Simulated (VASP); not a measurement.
A run of VASP 6.6.1 is set up as follows.

The input INCAR:

```
SYSTEM = PbS
ALGO     = Normal         ! electronic algorithm
EDIFF    = 1E-6           ! SCF threshold, eV
ENCUT    = 520            ! plane-wave cutoff, eV
GGA      = PE             ! functional
ISIF     = 2              ! what is computed and relaxed
ISMEAR   = -1             ! smearing method
LASPH    = .True.         ! aspherical terms in the spheres
LCHARG   = .True.         ! write CHGCAR
LELF     = .True.         ! ELF
LREAL    = .False.        ! projectors in reciprocal space
LVHAR    = .True.       
LWAVE    = .False.        ! write WAVECAR
NBANDS   = 17             ! bands
NELM     = 100            ! most SCF steps
PREC     = Accurate       ! precision mode
SIGMA    = 0.01           ! smearing width, eV
```

Contents of KPOINTS:

```
k-points
0
Gamma
  8 8 8
  0 0 0
```

POSCAR

```
PbS
1.0
    0.0000000000      2.9057000000      2.9650000000
    2.9057000000      0.0000000000      2.9650000000
    2.9057000000      2.9057000000      0.0000000000
Pb S
1 1
Direct
    0.0000000000      0.0000000000      0.0000000000
    0.5000000000      0.5000000000      0.5000000000
```

Potentials or basis: VASP PAW PBE potentials, release 64 (Pb_d, S).

Run with:

```sh
$ cat potpaw_PBE.64/Pb_d/POTCAR potpaw_PBE.64/S/POTCAR > POTCAR
$ mpirun -np 1 vasp_std > vasp.out
```

(1) Estimate the band gap on the k mesh.

(2) What does it give for the pressure?

Results:

(1) 0.19 eV, direct.

(2) 5.0 GPa.

Caveat: the cell differs from its parent crystal (equal xx and yy strain of -2 %); spin-orbit coupling is left out, which moves the levels of the heavy elements.
